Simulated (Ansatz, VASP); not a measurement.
One calculation of C4N, two programs

```
C N
1.0
    -2.12147    2.12147    2.12147
     2.12147   -2.12147    2.12147
     2.12147    2.12147   -2.12147
C N
4 1
Direct
  0.00000 0.00000 0.50000
  0.50000 0.00000 0.00000
  0.50000 0.50000 0.50000
  0.00000 0.50000 0.00000
  0.00000 0.00000 0.00000
```

Change from the starting cell: species swapped into the NiHg4 type (Im-3m, No. 229).

Alike in both runs: functional PBE; dispersion D3(BJ); k mesh 6 × 6 × 6; occupations gaussian, width 0.1 eV; no spin polarisation.

Ansatz relaxed the structure, and its values are those at the end. VASP's run is a single point on that final structure, the one shown.

|  | VASP | Ansatz |
| --- | --- | --- |
| version | VASP 6.6.1 | Ansatz 0.2.0 |
| potentials or method | VASP PAW PBE potentials, release 64 (C, N), cutoff 520 eV | scalar-relativistic, plane waves, PAW |
| valence electrons in the cell | 21 | 21 |

|  | VASP | Ansatz | Ansatz less VASP |
| --- | --- | --- | --- |
| gap on the k mesh at the Fermi level (eV) | none | none | - |
| pressure (GPa) | 0.1 | 0.0 | -0.05 |

A gap of «none» marks a metal or a gap that the smearing closes. Ansatz's warnings: dispersion switch in reach, relaxed geometry near dispersion switch.
